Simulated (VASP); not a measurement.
Runs of VASP 6.6.1 on Zr. The structure is that of space group Im-3m (No. 229), or close to it. The cells are those of the table. 

```csv
task,cell,gap on the mesh (eV),pressure (GPa)
single point,"a = 3.093 Å, angles 110.0, 110.0, 108.4°, 1 atom",none,(a)
single point,"a = 3.145 Å, angles 109.7°, 1 atom",none,-9.5
single point,"a = 3.114 Å, angles 108.9°, 1 atom",none,-9.4
electric field gradients,"a = 3.114 Å, angles 109.7, 109.7, 108.9°, 1 atom",none,-8.1
single point,"a = 3.125 Å, angles 109.2°, 1 atom",none,-9.5
single point,"a = 3.177 Å, angles 108.9, 108.9, 110.5°, 1 atom",none,-11.9
single point,"a = 3.114 Å, angles 109.7, 109.7, 108.9°, 1 atom",none,-8.1
single point,"a = 3.156 Å, angles 109.2, 109.2, 110.0°, 1 atom",none,-10.8
```

Alike in all rows: level LDA; potentials or basis VASP PAW LDA potentials, release 64 (Zr_sv); no spin polarisation; k mesh 16 × 16 × 16; cutoff (eV) 520; smearing fermi-dirac 0.03 eV.

Task: Estimate the missing entries.

Result: (a) -6.6.

Caveats: the cell stands under tension.

A k mesh can miss the band edges, and the runs leave out spin-orbit coupling on Zr.

A gap of «none» marks levels without a gap at the run's occupations.
